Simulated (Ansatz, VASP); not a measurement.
# Two plane-wave programs on BaCrF6

The input INCAR:

```
SYSTEM = BaCrF6
PREC     = Accurate       ! precision mode
ENCUT    = 520            ! plane-wave cutoff, eV
EDIFF    = 1E-6           ! SCF threshold, eV
ISMEAR   = 0              ! smearing method
SIGMA    = 0.05           ! smearing width, eV
LREAL    = .FALSE.        ! projectors in reciprocal space
LASPH    = .TRUE.         ! aspherical terms in the spheres
NELM     = 150            ! most SCF steps
ALGO     = Normal         ! electronic algorithm
ISIF     = 2              ! what is computed and relaxed
LWAVE    = .FALSE.        ! write WAVECAR
LCHARG   = .FALSE.        ! write CHGCAR
ISPIN    = 2              ! spin polarisation
MAGMOM   = 0 1.77 0 0.01 0 0 0 0.01 ! initial moments
LORBIT   = 11             ! projections on sites
LMAXMIX  = 4              ! l up to which the mixer works
LDAU     = .TRUE.         ! DFT+U
LDAUTYPE = 1            
LDAUL    = -1 2 -1        ! shell
LDAUU    = 0 4 0          ! U, eV
LDAUJ    = 0 0.5 0      
LDAUPRINT= 1            
NBANDS   = 46             ! bands
```

File KPOINTS:

```
regular mesh
0
G
  4 4 4
  0 0 0
```

Contents of POSCAR:

```
BaCrF6
1.0
    3.6639988200      2.1154107000      2.3789998200
   -3.6639988200      2.1154107000      2.3789998200
    0.0000000000     -4.2308214000      2.3789998200
Ba Cr F
1 1 6
Direct
    0.5000000000      0.5000000000      0.5000000000
    0.0000000000      0.0000000000      0.0000000000
    0.2600000000      0.8970000000      0.2600000000
    0.2600000000      0.2600000000      0.8970000000
    0.8970000000      0.2600000000      0.2600000000
    0.7400000000      0.1030000000      0.7400000000
    0.1030000000      0.7400000000      0.7400000000
    0.7400000000      0.7400000000      0.1030000000
```

Input for Ansatz:

```yaml
crystal:
  lattice:
    - [3.66399882, 2.1154107, 2.37899982]
    - [-3.66399882, 2.1154107, 2.37899982]
    - [0.0, -4.2308214, 2.37899982]
  atoms:
    - { symbol: Ba, position: [0.5, 0.5, 0.5] }
    - { symbol: Cr, position: [0.0, 0.0, 0.0], spin: 2.0 }
    - { symbol: F, position: [0.26, 0.897, 0.26] }
    - { symbol: F, position: [0.26, 0.26, 0.897] }
    - { symbol: F, position: [0.897, 0.26, 0.26] }
    - { symbol: F, position: [0.74, 0.103, 0.74] }
    - { symbol: F, position: [0.103, 0.74, 0.74] }
    - { symbol: F, position: [0.74, 0.74, 0.103] }
basis:
  ecutwfc: 420
  ecutrho_ratio: 4
kpoints:
  mp_grid: { grid: [4, 4, 4] }
hamiltonian:
  xc: lda
  hubbard:
    sites:
      - { site: 1, l: d, u: 4.0, j: 0.5, starting_ns: [{ spin: up, occupation_matrix: s1up }, { spin: down, occupation_matrix: s1down }] }
    occupation_matrices:
      s1up:
        matrix:
          - [0.97, 0.0, 0.0, 0.0, 0.0]
          - [0.0, 0.32208, 0.0, 0.0, -0.44241]
          - [0.0, 0.0, 0.02, 0.0, 0.0]
          - [0.0, 0.0, 0.0, 0.02, 0.0]
          - [0.0, -0.44241, 0.0, 0.0, 0.66792]
      s1down:
        matrix:
          - [0.02, 0.0, 0.0, 0.0, 0.0]
          - [0.0, 0.02, 0.0, 0.0, 0.0]
          - [0.0, 0.0, 0.02, 0.0, 0.0]
          - [0.0, 0.0, 0.0, 0.02, 0.0]
          - [0.0, 0.0, 0.0, 0.0, 0.02]
    ns_hold: { iters: 10 }
scf:
  occupations: { method: gaussian, width: 0.05 }
  lower_state_search: "off"
  max_iter: 150
output:
  forces: true
  stress: true
  eigenvalues: true
  populations: true
  hubbard: { sites: [{ site: 1, l: d }] }
  write_density: true
  write_potential: true
  elf: true
  volumetric_format: npy
magnetization:
  spin_polarized: true
```

Alike in both runs: task single point; functional LDA; k mesh 4 × 4 × 4; occupations gaussian, width 0.05 eV; collinear spin; Hubbard terms Cr d U = 4.0 eV, J = 0.5 eV.

```csv
,VASP,Ansatz
version,VASP 6.6.1,Ansatz 0.2.0
potentials or method,"VASP PAW LDA potentials, release 64 (Ba_sv, Cr_pv, F), cutoff 520 eV","scalar-relativistic, plane waves, PAW"
valence electrons in the cell,64,66
```

Ansatz gave:

```
gap on the k mesh at the Fermi level (eV)                     : 0.84
least direct gap on the mesh (eV)                             : 0.84
pressure (GPa)                                                : -4.6
traceless stress, the component that is largest in VASP (GPa) : 3.53
rms of the force components (eV/Å)                            : 0.356
net moment per atom (μB)                                      : 0.25
size of the moment on the site where the two differ most (μB) : 1.61
```

**Question.** Which values does VASP return?

**Answer.** gap on the k mesh at the Fermi level (eV): 1.24; least direct gap on the mesh (eV): 1.24; pressure (GPa): -3.0; traceless stress, the component that is largest in VASP (GPa): 3.34; rms of the force components (eV/Å): 0.343; net moment per atom (μB): 0.25; size of the moment on the site where the two differ most (μB): 1.91.

LDA's correlation is that of Perdew and Zunger in VASP and of Perdew and Wang (1992) in Ansatz. Site moments also hang on the region over which each program counts them. The programs project onto different local orbitals, so the same U acts differently, and such runs can settle in different states. Atom by atom the forces differ by 0.101 eV/Å (rms over components). VASP's potentials hold 64 valence electrons a cell and Ansatz's 66, so a difference there can come from the potentials and not from the codes. Ansatz's warnings: symmetry narrowed by occupation matrices.

Spin-orbit coupling is off throughout.
